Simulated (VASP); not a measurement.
A run of VASP 6.6.1:

File INCAR:

```
ALGO = Normal ; EDIFF = 1E-6
ENCUT = 520 ; GGA = PE
ISIF = 2 ; ISMEAR = 0
LASPH = T ; LCHARG = F
LREAL = F ; LWAVE = F
NBANDS = 40 ; NELM = 100
PREC = Accurate ; SIGMA = 0.1
```

Contents of KPOINTS:

```
k-points
0
Gamma
  4 4 4
```

POSCAR

```
Cs2Rh3
1.0
    5.6400923200      0.0000000000      0.0000000000
    0.0000000000      5.6400923200      0.0000000000
    0.0000000000      0.0000000000      5.6400923200
Cs Rh
2 3
Direct
    0.5000000000      0.5000000000      0.5000000000
    0.0000000000      0.0000000000      0.0000000000
    0.5000000000      0.0000000000      0.0000000000
    0.0000000000      0.5000000000      0.0000000000
    0.0000000000      0.0000000000      0.5000000000
```

Potentials or basis: VASP PAW PBE potentials, release 64 (Cs_sv, Rh_pv).

Command:

```bash
$ cat potpaw_PBE.64/Cs_sv/POTCAR potpaw_PBE.64/Rh_pv/POTCAR > POTCAR
$ mpirun -np 1 vasp_std > vasp.out
```

Hardware: 1 thread of Intel(R) Xeon(R) 6975P-C (Granite Rapids) (shared host).

Question: How long does it take, and how much memory?

Answer: Wall time 28 s on 1 thread of Intel(R) Xeon(R) 6975P-C (Granite Rapids), with other jobs on the host, peak memory 0.27 GiB. Counts: scf iterations 13, k points 10.
